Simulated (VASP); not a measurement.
# La2Zr3O (P6/mmm) in VASP: a series of runs

The runs below take La2Zr3O through relaxation of cell and atoms, single point, with PBE.

Everything below comes from runs of VASP 6.6.1. Logs are shortened: lines on timing, memory, paths and dates and some standing lists are left out, and cuts for length are marked.

**1. The cell of the first run**

The structure is hexagonal, space group P6/mmm (No. 191). Conventional cell: a = 4.936 Å, b = 4.936 Å, c = 6.165 Å, α = 90.00°, β = 90.00°, γ = 120.00°. La (site symmetry -6m2) has 3 La at 2.85 Å and 6 Zr at 3.40 Å within 3.8 Å. Zr (site symmetry mmm) has 4 Zr at 2.47 Å and 2 O at 2.47 Å and 4 La at 3.40 Å within 3.4 Å. O (site symmetry 6/mmm) has 6 Zr at 2.47 Å within 3.3 Å.

The cell was generated, and may not be a known phase.

**2. Relaxation of cell and atoms, PBE**

INCAR reads:

```
PREC = Accurate
ENCUT = 600
EDIFF = 1E-7
ISMEAR = 0
SIGMA = 0.1
LREAL = F
LASPH = T
NELM = 80
ALGO = Normal
ISIF = 3
LWAVE = F
LCHARG = F
GGA = PE
IBRION = 2
NSW = 90
EDIFFG = -0.04
```

KPOINTS reads:

```
Automatic mesh
0
Gamma
  6 6 4
```

POSCAR reads:

```
La2Zr3O
1.0
    4.9360891300      0.0000000000      0.0000000000
   -2.4680445600      4.2747785800      0.0000000000
    0.0000000000      0.0000000000      6.1651015900
La Zr O
2 3 1
Direct
    0.3333333300      0.6666666700      0.5000000000
    0.6666666700      0.3333333300      0.5000000000
    0.5000000000      0.0000000000      0.0000000000
    0.0000000000      0.5000000000      0.0000000000
    0.5000000000      0.5000000000      0.0000000000
    0.0000000000      0.0000000000      0.0000000000
```

Potentials or basis: VASP PAW PBE potentials, release 64 (La, Zr_sv, O).

The run is started by

```bash
$ cat potpaw_PBE.64/La/POTCAR potpaw_PBE.64/Zr_sv/POTCAR potpaw_PBE.64/O/POTCAR > POTCAR
$ mpirun -np 1 vasp_std > vasp.out
```

OUTCAR:

```text
PREC = Accurate
   ENCUT = 600
   EDIFF = 1E-7
   ISMEAR = 0
   LREAL = F
   LASPH = T
   NELM = 80
   ISIF = 3
   GGA = PE
   IBRION = 2
   NSW = 90
   EDIFFG = -0.04

 ion  position               nearest neighbor table
   1  0.333  0.667  0.500-   2 2.85   2 2.85   2 2.85   3 3.40   3 3.40   4 3.40   4 3.40   5 3.40
                             5 3.40
   2  0.667  0.333  0.500-   1 2.85   1 2.85   1 2.85   3 3.40   3 3.40   4 3.40   4 3.40   5 3.40
                             5 3.40
   3  0.500  0.000  0.000-   5 2.47   5 2.47   6 2.47   6 2.47   4 2.47   4 2.47   2 3.40   2 3.40
                             1 3.40   1 3.40
   4  0.000  0.500  0.000-   6 2.47   6 2.47   5 2.47   5 2.47   3 2.47   3 2.47   2 3.40   2 3.40
                             1 3.40   1 3.40
   5  0.500  0.500  0.000-   3 2.47   3 2.47   4 2.47   4 2.47   6 2.47   6 2.47   2 3.40   2 3.40
                             1 3.40   1 3.40
   6  0.000  0.000  0.000-   4 2.47   4 2.47   3 2.47   3 2.47   5 2.47   5 2.47

  LATTYP: Found a hexagonal cell.
 ALAT       =     4.9360891300
 C/A-ratio  =     1.2489850624

  Lattice vectors:

 A1 = (   4.9360891300,   0.0000000000,   0.0000000000)
 A2 = (  -2.4680445600,   4.2747785800,   0.0000000000)
 A3 = (   0.0000000000,   0.0000000000,   6.1651015900)

Analysis of symmetry for initial positions (statically):
=====================================================================
 Subroutine PRICEL returns:
 Original cell was already a primitive cell.

 Routine SETGRP: Setting up the symmetry group for a
 hexagonal supercell.

 Subroutine GETGRP returns: Found 24 space group operations
 (whereof 24 operations were pure point group operations)
 out of a pool of 24 trial point group operations.

The static configuration has the point symmetry D_6h.

Analysis of symmetry for dynamics (positions and initial velocities):
=====================================================================
 Subroutine PRICEL returns:
 Original cell was already a primitive cell.

 Routine SETGRP: Setting up the symmetry group for a
 hexagonal supercell.

 Subroutine GETGRP returns: Found 24 space group operations
 (whereof 24 operations were pure point group operations)
 out of a pool of 24 trial point group operations.

The dynamic configuration has the point symmetry D_6h.

 Subroutine INISYM returns: Found 24 space group operations
 (whereof 24 operations are pure point group operations),
 and found     1 'primitive' translations

----------------------------------------------------------------------------------------

                                     Primitive cell

  volume of cell :     130.0879

  direct lattice vectors                    reciprocal lattice vectors
     4.936089130  0.000000000  0.000000000     0.202589535  0.116965122  0.000000000
    -2.468044560  4.274778580  0.000000000     0.000000000  0.233930245  0.000000000
[... 79 lines left out ...]
 SYSTEM =  unknown system
   PREC   = accura    normal or accurate (medium, high low for compatibility)
   ISTART =      0    job   : 0-new  1-cont  2-samecut
   ICHARG =      2    charge: 1-file 2-atom 10-const
   ISPIN  =      1    spin polarized calculation?
   LNONCOLLINEAR =      F non collinear calculations
   LSORBIT =      F    spin-orbit coupling
   LASPH  =      T    aspherical Exc in radial PAW
   ENCUT  =  600.0 eV  44.10 Ry    6.64 a.u.   9.86  9.86 12.31*2*pi/ulx,y,z
   NELM   =     80;   NELMIN=  2; NELMDL= -5     # of ELM steps
   EDIFF  = 0.1E-06   stopping-criterion for ELM
   LREAL  =      F    real-space projection
   EDIFFG = -.4E-01   stopping-criterion for IOM
   NSW    =     90    number of steps for IOM
   IBRION =      2    ionic relax: 0-MD 1-quasi-New 2-CG
   NFREE  =      1    steps in history (QN), initial steepest desc. (CG)
   ISIF   =      3    stress and relaxation
   ISYM   =      2    0-nonsym 1-usesym 2-fastsym
   POTIM  = 0.5000    time-step for ionic-motion
   TEBEG  =    0.0;   TEEND  =   0.0 temperature during run
   PSTRESS=    0.0 pullay stress
   NELECT =      64.0000    total number of electrons
   NUPDOWN=      -1.0000    fix difference up-down
   EMIN   =  10.00;   EMAX   =-10.00  energy-range for DOS
   EFERMI =   0.00;   METHOD = LEGACY
   ISMEAR =     0;   SIGMA  =   0.10  broadening in eV -4-tet -1-fermi 0-gaus
   EFERMI_NEDOS =   21; number of points for ismear=-14 and -15
   IALGO  =     38    algorithm
   IMIX   =      4    mixing-type and parameters
     AMIX     =   0.40;   BMIX     =  1.00
     AMIX_MAG =   1.60;   BMIX_MAG =  1.00
  volume/ion in A,a.u.               =      21.68       146.31
  Fermi-wavevector in a.u.,A,eV,Ry     =   1.292377  2.442238 22.724970  1.670238
  Thomas-Fermi vector in A             =   2.424089
   LORBIT       =      0    0 simple, 1 ext, 2 COOP (PROOUT), +10 PAW based schemes
   GGA     = PE    functional components
   LHFCALC =     F    Hartree Fock is set to
   AEXX    =    0.0000 exact exchange contribution
   IVDW    =     0    specifies the selected vdW correction
   LEPSILON=     F    determine dielectric tensor
   LRPA    =     F    only Hartree local field effects (RPA)
 conjugate gradient relaxation of ions
 non-spin polarized calculation
 Gauss-broadening in eV      SIGMA  =   0.10
  energy-cutoff  :      600.00
  volume of cell :      130.09
 maximum number of plane-waves:      4364
 NGX is ok and might be reduce to    40
   NGX = 19   NGY = 19   NGZ = 25

--------------------------------------- Ionic step        1  -------------------------------------------

 number of electron      63.9999997 magnetization

 Free energy of the ion-electron system (eV)
  ---------------------------------------------------
  ext. energy  EPLUGINS =         0.00000000
  ---------------------------------------------------
  free energy    TOTEN  =       -35.97708308 eV

  energy without entropy =      -35.94321369  energy(sigma->0) =      -35.96014839

 E-fermi :   9.3988     XC(G=0): -10.7810

 val. band max:        9.3956146091   @ k =   0.1667  -0.0000   0.0000
 cond. band min:       9.4681838703   @ k =   0.0000   0.0000   0.5000
 fundamental gap:      0.0725692612
 Fermi energy:         9.3987750607

 k-point     1 :       0.0000    0.0000    0.0000
  band No.  band energies     occupation
      1     -39.4720      2.00000
      2     -38.3813      2.00000
      3     -38.3813      2.00000
      4     -23.5274      2.00000
      5     -22.0674      2.00000
      6     -20.1066      2.00000
[... 1049 lines left out ...]
--------------------------------------- Ionic step        6  -------------------------------------------

 number of electron      64.0000002 magnetization

 Free energy of the ion-electron system (eV)
  ---------------------------------------------------
  ext. energy  EPLUGINS =         0.00000000
  ---------------------------------------------------
  free energy    TOTEN  =       -37.80513602 eV

  energy without entropy =      -37.76709964  energy(sigma->0) =      -37.78611783

 E-fermi :   7.2287     XC(G=0):  -9.8637

 val. band max:        7.2240057767   @ k =   0.1667   0.1667   0.0000
 cond. band min:       7.2357267745   @ k =   0.1667   0.1667   0.2500
 fundamental gap:      0.0117209978
 Fermi energy:         7.2286766419

 k-point     1 :       0.0000    0.0000    0.0000
  band No.  band energies     occupation
      1     -41.4631      2.00000
      2     -41.0468      2.00000
      3     -41.0468      2.00000
      4     -25.6249      2.00000
      5     -25.0217      2.00000
      6     -20.7876      2.00000
[... 883 lines left out ...]
  FREE ENERGIE OF THE ION-ELECTRON SYSTEM (eV)
  ---------------------------------------------------
  free  energy   TOTEN  =       -37.8051360171 eV

  energy  without entropy=      -37.7670996397  energy(sigma->0) =      -37.78611783

 reached required accuracy - stopping structural energy minimisation
```

OSZICAR:

```text
N       E                     dE             d eps       ncg     rms          rms(c)
DAV:   1     0.980831707518E+03    0.98083E+03   -0.29213E+04  1708   0.272E+03
DAV:   2     0.154067153852E+03   -0.82676E+03   -0.79669E+03  2124   0.532E+02
DAV:   3    -0.134943951089E+01   -0.15542E+03   -0.15152E+03  2580   0.283E+02
[... 113 lines left out ...]
DAV:   7    -0.378051312180E+02   -0.56618E-04   -0.23219E-04  2984   0.824E-02    0.240E-02
DAV:   8    -0.378051351788E+02   -0.39608E-05   -0.50013E-05  2604   0.376E-02    0.766E-03
DAV:   9    -0.378051353643E+02   -0.18541E-06   -0.57740E-06  2576   0.153E-02    0.318E-03
DAV:  10    -0.378051361439E+02   -0.77966E-06   -0.68557E-07  2102   0.634E-03    0.143E-03
DAV:  11    -0.378051360013E+02    0.14265E-06   -0.12894E-07  1402   0.412E-03    0.318E-04
DAV:  12    -0.378051360171E+02   -0.15862E-07   -0.29480E-08  1086   0.252E-03
   6 F= -.37805136E+02 E0= -.37786118E+02  d E =-.830295E-02
```

It took 13 min on 1 thread of AMD EPYC 9R45 (Zen 5), shared host; peak memory 0.34 GiB.

Results:

```yaml
Free_energy: -37.8051 eV
Relaxed_volume: 26.73 Å³/atom
Relaxed_cell: a = 5.452 Å, b = 5.452 Å, c = 6.230 Å, α = 90.00°, β = 90.00°, γ = 120.00°
Space_group_after_relaxing_to_0.1_Å: P6/mmm (No. 191)
Energy_gained_by_relaxing: 304.7 meV/atom
Ionic_steps: 6
Pressure_after_relaxing: 0.1 GPa
Band_gap_on_the_k_mesh: zero (bands 32 and 33 overlap by 0.71 eV)
```

Stress tensor (GPa, compression positive):
```
0.13 0.00 0.00
0.00 0.13 0.00
0.00 0.00 0.05
```

The path:
| step | energy change (eV) | largest force (eV/Å) | pressure (GPa) | volume (Å³) |
| --- | --- | --- | --- | --- |
| 1 | 0.0000 | 0.0000 | 19.03 | 130.09 |
| 2 | -1.3856 | 0.0000 | -5.20 | 184.09 |
| 3 | -1.8195 | 0.0000 | -0.09 | 161.36 |
| 4 | -1.8197 | 0.0000 | -0.30 | 162.03 |
| 5 | -1.8263 | 0.0000 | -0.09 | 161.13 |
| 6 | -1.8281 | 0.0000 | 0.10 | 160.35 |

Final structure:
```
CELL_PARAMETERS angstrom
5.45175 0.00000 0.00000
-2.72587 4.72135 0.00000
0.00000 0.00000 6.22976
ATOMIC_POSITIONS crystal
La 0.33333 0.66667 0.50000
La 0.66667 0.33333 0.50000
Zr 0.50000 0.00000 0.00000
Zr 0.00000 0.50000 0.00000
Zr 0.50000 0.50000 0.00000
O 0.00000 0.00000 0.00000
```

Caveat: the volume moved by over 15 % at a fixed basis, so the end points are rough; spin-orbit coupling is left out, which moves the levels of the heavy elements.

**3. Single point, PBE**

This run uses another cell than the first one, of 26.74 Å³/atom.

INCAR reads:

```
SYSTEM = La2Zr3O
PREC = Accurate ; ENCUT = 520
EDIFF = 1E-6 ; ISMEAR = 0
SIGMA = 0.1 ; LREAL = .FALSE.
LASPH = .TRUE. ; NELM = 60
ALGO = Normal ; ISIF = 2
LWAVE = .FALSE. ; LCHARG = .FALSE.
GGA = PE ; NBANDS = 41
```

KPOINTS reads:

```
Automatic mesh
0
G
  12 12 6
  0 0 0
```

POSCAR reads:

```
La2Zr3O
1.0
    5.4414459219      0.0000000000      0.0000000000
   -2.7207229610      4.7124304017      0.0000000000
    0.0000000000      0.0000000000      6.2568929275
La Zr O
2 3 1
Direct
    0.3333333333      0.6666666667      0.5000000000
    0.6666666667      0.3333333333      0.5000000000
    0.5000000000      0.0000000000      0.0000000000
    0.0000000000      0.5000000000      0.0000000000
    0.5000000000      0.5000000000      0.0000000000
    0.0000000000      0.0000000000      0.0000000000
```

Potentials or basis: VASP PAW PBE potentials, release 64 (La, Zr_sv, O).

The run is started by

```bash
$ cat potpaw_PBE.64/La/POTCAR potpaw_PBE.64/Zr_sv/POTCAR potpaw_PBE.64/O/POTCAR > POTCAR
$ mpirun -np 1 vasp_std > vasp.out
```

Wall time 5.8 min (1 thread of AMD EPYC 9R45 (Zen 5), shared host); peak memory 0.58 GiB.

Results (log left out):

```yaml
Free_energy: -37.7782 eV
Pressure: 0.0 GPa
Band_gap_on_the_k_mesh: zero (bands 32 and 33 overlap by 0.68 eV)
```

Levels at points of the mesh, in eV from the Fermi level:
```tsv
k point	band 30	band 31	band 32	band 33	band 34	band 35
(0.00, 0.00, 0.00)	-0.67	-0.67	-0.17	0.13	0.13	0.61
(0.50, 0.00, 0.00)	-0.71	0.01	0.05	0.33	0.42	0.97
(0.00, 0.00, 0.50)	-0.74	-0.69	-0.61	-0.47	-0.47	0.23
(0.50, 0.00, 0.50)	-0.59	-0.20	-0.18	0.24	0.97	1.00
```

Caveat: spin-orbit coupling is left out, which moves the levels of the heavy elements.
